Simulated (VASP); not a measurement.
Wanted: the native input for a VASP 6.6.1 run.

```yaml
Task: single point
Functional: PBE
Dispersion: D3(BJ)
Potentials_or_basis: VASP PAW PBE potentials, release 64 (H, Si, Sb)
Cutoff: 520 eV
k_mesh: 2 × 2 × 1
Occupations: gaussian, width 0.05 eV
Spin: no spin polarisation
Dipole_correction: no
Further_INCAR_settings: LREAL = Auto; ALGO = Normal; EDIFF = 1e-07; NBANDS = 56
```

The structure of Si16SbH7 lies in POSCAR:

```
Si16SbH7
1.0
    7.6791800000      0.0000000000      0.0000000000
    3.8395900000      6.6503650000      0.0000000000
    0.0000000000      0.0000000000     18.8687650000
H Si Sb
7 16 1
Direct
    0.1666666792      0.1666666416      0.0529976392
    0.6666666792      0.1666666416      0.0529976392
    0.1666666416      0.6666667168      0.0529976392
    0.6666666416      0.6666667168      0.0529976392
    0.5007624502     -0.0024882845      0.4172962035
   -0.0025329582      0.5008607798      0.4173440604
    0.5011179675      0.5013076726      0.4171083799
    0.1666666792      0.1666666416      0.1324940981
    0.6666666792      0.1666666416      0.1324940981
    0.1666666416      0.6666667168      0.1324940981
    0.6666666416      0.6666667168      0.1324940981
   -0.1666263252      0.3331367526      0.1727811545
    0.3332768024      0.3333047134      0.1732739795
   -0.1665974303      0.8334261353      0.1728807900
    0.3331167125      0.8333972647      0.1727593194
   -0.1668427402      0.3337070973      0.2968231360
    0.3331925243      0.3332623097      0.2976464013
   -0.1668959249      0.8330610425      0.2970228311
    0.3337175300      0.8331342716      0.2967805259
   -0.0002416459     -0.0000852585      0.3409563901
    0.5000029469     -0.0005601196      0.3376658727
   -0.0006267765      0.5000794693      0.3377214672
    0.5000999303      0.5001970569      0.3374688804
    0.0113196621      1.0049985226      0.4731309124
```

One way to write it, as run:

INCAR

```
ALGO = Normal
EDIFF = 1E-7
ENCUT = 520
GGA = PE
ISIF = 2
ISMEAR = 0
IVDW = 12
LASPH = T
LCHARG = T
LELF = T
LREAL = Auto
LVHAR = T
LWAVE = F
NBANDS = 56
NELM = 100
PREC = Accurate
SIGMA = 0.05
```

KPOINTS

```
k-points
0
Gamma
  2 2 1
```

Potentials or basis: VASP PAW PBE potentials, release 64 (H, Si, Sb).

Command:

```sh
$ cat potpaw_PBE.64/H/POTCAR potpaw_PBE.64/Si/POTCAR potpaw_PBE.64/Sb/POTCAR > POTCAR
$ mpirun -np 1 vasp_std > vasp.out
```

Results of the run:

| Quantity | Value |
| --- | --- |
| Largest force | 0.069 eV/Å |
| Dispersion energy per atom | -0.173 eV |

Caveat: the k points lie up to 0.47 Å⁻¹ apart.

Run time: 5.7 min on 1 thread of Intel(R) Xeon(R) 6975P-C (Granite Rapids) (shared host), peak memory 1 GiB.
